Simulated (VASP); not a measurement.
Here is a VASP 6.6.1 calculation.

INCAR

```
SYSTEM = Se
ALGO = Normal
EDIFF = 1E-6
EDIFFG = -0.04
ENCUT = 600
GGA = PE
IBRION = 2
ISIF = 3
ISMEAR = 0
LASPH = .True.
LCHARG = .False.
LREAL = .False.
LWAVE = .False.
NELM = 60
NSW = 90
PREC = Accurate
SIGMA = 0.1
```

File KPOINTS:

```
k-points
0
Gamma
  3 3 6
  0 0 0
```

The input POSCAR:

```
Se
1.0
    7.1780857400      0.0000000000      0.0000000000
   -3.5890428700      6.2164046000      0.0000000000
    0.0000000000      0.0000000000      3.2712971200
Se
8
Direct
    0.8099998000      0.1900002000      0.5000000000
    0.8099998000      0.6199996000      0.5000000000
    0.3800004000      0.1900002000      0.5000000000
    0.1900002000      0.8099998000      0.5000000000
    0.1900002000      0.3800004000      0.5000000000
    0.6199996000      0.8099998000      0.5000000000
    0.3333333300      0.6666666700      0.0000000000
    0.6666666700      0.3333333300      0.0000000000
```

Potentials or basis: VASP PAW PBE potentials, release 64 (Se).

Run with:

```console
$ cat potpaw_PBE.64/Se/POTCAR > POTCAR
$ mpirun -np 1 vasp_std > vasp.out
```

(1) What does it give for the relaxed volume?

(2) What does it give for the relaxed cell?

## Answers

(1) 29.28 Å³/atom.

(2) a = 7.737 Å, b = 7.737 Å, c = 4.518 Å, α = 90.00°, β = 90.00°, γ = 120.00°.

Caveat: the volume moved by over 15 % at a fixed basis, so the end points are rough.
